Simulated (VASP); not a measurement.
Te:

```xyz
3
Lattice="4.4713 0.0000 0.0000 -2.2356 3.8722 0.0000 0.0000 0.0000 5.9487" Properties=species:S:1:pos:R:3 pbc="T T T"
Te    1.1813    0.0000    1.9829
Te   -0.5906    1.0230    3.9658
Te    1.6450    2.8492    0.0000
```

Base run:

* Program: VASP 6.6.1
* Functional: r2SCAN
* Potentials or basis: VASP PAW PBE potentials, release 64 (Te)
* Cutoff: 520 eV
* k mesh: 6 × 6 × 4
* Occupations: gaussian, width 0.01 eV
* Spin: no spin polarisation

Its results: band gap on the k mesh 0.33 eV, direct.

Task: The run is repeated on the same cell with these changes: functional from r2SCAN to PBE; further incar settings from ALGO = Normal; EDIFF = 1e-07; NBANDS = 16 to ALGO = Normal; EDIFF = 1e-08. What comes out?

Result: Band gap on the k mesh 0.16 eV, direct.

Caveats: spin-orbit coupling is left out, which moves the levels of the heavy elements; the gap is small at this level, which inflates the dielectric constant (some runs).

A k mesh can miss the band edges.
